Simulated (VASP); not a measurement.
Write the native input for VASP 6.6.1 that does the following.

```
Task                   : relaxation of cell and atoms
Functional             : PBE
Potentials or basis    : VASP PAW PBE potentials, release 64 (P)
Cutoff                 : 600 eV
k mesh                 : 6 × 6 × 4
Occupations            : gaussian, width 0.05 eV
Spin                   : no spin polarisation
Dipole correction      : no
Further INCAR settings : ALGO = Normal; EDIFF = 1e-06; IBRION = 2; EDIFFG = -0.03; NSW = 80; ISIF = 3
```

The structure of P lies in POSCAR:

```
P
1.0
    1.6568000000     -5.2390000000      0.0000000000
    1.6568000000      5.2390000000      0.0000000000
    0.0000000000      0.0000000000      4.3763000000
P
4
Direct
    0.3983200000      0.6016800000      0.5805600000
    0.6016800000      0.3983200000      0.4194400000
    0.8983200000      0.1016800000      0.9194400000
    0.1016800000      0.8983200000      0.0805600000
```

These files were run (other wordings do the same):

INCAR

```
PREC = Accurate
ENCUT = 600
EDIFF = 1E-6
ISMEAR = 0
SIGMA = 0.05
LREAL = F
LASPH = T
NELM = 60
ALGO = Normal
ISIF = 3
LWAVE = F
LCHARG = F
GGA = PE
IBRION = 2
NSW = 80
EDIFFG = -0.03
```

KPOINTS

```
regular mesh
0
Gamma
  6 6 4
```

Potentials or basis: VASP PAW PBE potentials, release 64 (P).

The run is started by

```bash
$ cat potpaw_PBE.64/P/POTCAR > POTCAR
$ mpirun -np 1 vasp_std > vasp.out
```

It gave:

```json
{
 "Relaxed volume": "21.06 Å³/atom",
 "Relaxed cell": "a = 5.839 Å, b = 5.839 Å, c = 4.540 Å, α = 90.00°, β = 90.00°, γ = 147.03°",
 "Space group after relaxing (to 0.05 Å)": "Cmce (No. 64)",
 "Energy gained by relaxing": "8.9 meV/atom",
 "Ionic steps": "13",
 "Pressure after relaxing": "0.1 GPa",
 "Largest force after relaxing": "0.030 eV/Å",
 "Band gap on the k mesh": "0.14 eV, direct"
}
```

Wall time 8 min on 1 thread of AMD EPYC 7R43 64-Core Processor (Zen 3), on a shared host, peak memory 0.24 GiB.
